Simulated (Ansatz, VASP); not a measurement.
## Ni3Hg: VASP beside Ansatz

INCAR

```
  ALGO = Normal
  EDIFF = 1E-7
  ENCUT = 520
  GGA = PS
  ISIF = 2
  ISMEAR = -1
  ISPIN = 2
  LASPH = T
  LCHARG = F
  LMAXMIX = 4
  LORBIT = 11
  LREAL = F
  LWAVE = F
  MAGMOM = 2 2 2 0
  NBANDS = 33
  NELM = 150
  PREC = Accurate
  SIGMA = 0.1
```

Contents of KPOINTS:

```
k-points
0
Gamma
  6 6 6
```

Contents of POSCAR:

```
Ni3Hg
1.0
    3.7449110000      0.0000000000      0.0000000000
    0.0000000000      3.7449110000      0.0000000000
    0.0000000000      0.0000000000      3.7449110000
Ni Hg
3 1
Direct
   -0.0053405809      0.5000000000      0.5000000000
    0.5000000000      0.0000000000      0.5000000000
    0.5000000000      0.5000000000      0.0000000000
    0.0000000000      0.0000000000      0.0000000000
```

Input for Ansatz:

```yaml
crystal:
  lattice:
    - [3.744911, 0.0, 0.0]
    - [0.0, 3.744911, 0.0]
    - [0.0, 0.0, 3.744911]
  atoms:
    - { symbol: Ni, position: [-0.005340580857595815, 0.5, 0.5] }
    - { symbol: Ni, position: [0.5, 0.0, 0.5] }
    - { symbol: Ni, position: [0.5, 0.5, 0.0] }
    - { symbol: Hg, position: [0.0, 0.0, 0.0] }
kpoints:
  mp_grid:
    grid: [6, 6, 6]
hamiltonian:
  xc: pbesol
magnetization:
  spin_polarized: true
  per_species:
    Ni: 2.0
scf:
  occupations:
    method: fermi_dirac
output:
  forces: true
```

Alike in both runs: task single point; functional PBEsol; k mesh 6 × 6 × 6; collinear spin.

|  | VASP | Ansatz |
| --- | --- | --- |
| version | VASP 6.6.1 | Ansatz 0.2.0 |
| potentials or method | VASP PAW PBE potentials, release 64 (Ni, Hg) | plane waves, PAW |
| plane-wave cutoff (eV) | 520 | 420 |
| occupations | fermi-dirac, width 0.1 eV | fermi-dirac |
| valence electrons in the cell | 42 | 74 |

|  | VASP | Ansatz | Ansatz less VASP |
| --- | --- | --- | --- |
| rms of the force components (eV/Å) | 0.019 | 0.019 | +0.0003 |
| net moment per atom (μB) | 0.26 | 0.27 | +0.008 |
| size of the moment on the site where the two differ most (μB) | 0.36 | 0.38 | +0.019 |

VASP's potentials were made for PBE, not for PBEsol. Site moments also hang on the region over which each program counts them. Atom by atom the forces differ by 0.001 eV/Å (rms over components). VASP's potentials hold 42 valence electrons a cell and Ansatz's 74, so a difference there can come from the potentials and not from the codes.

Spin-orbit coupling is off throughout.
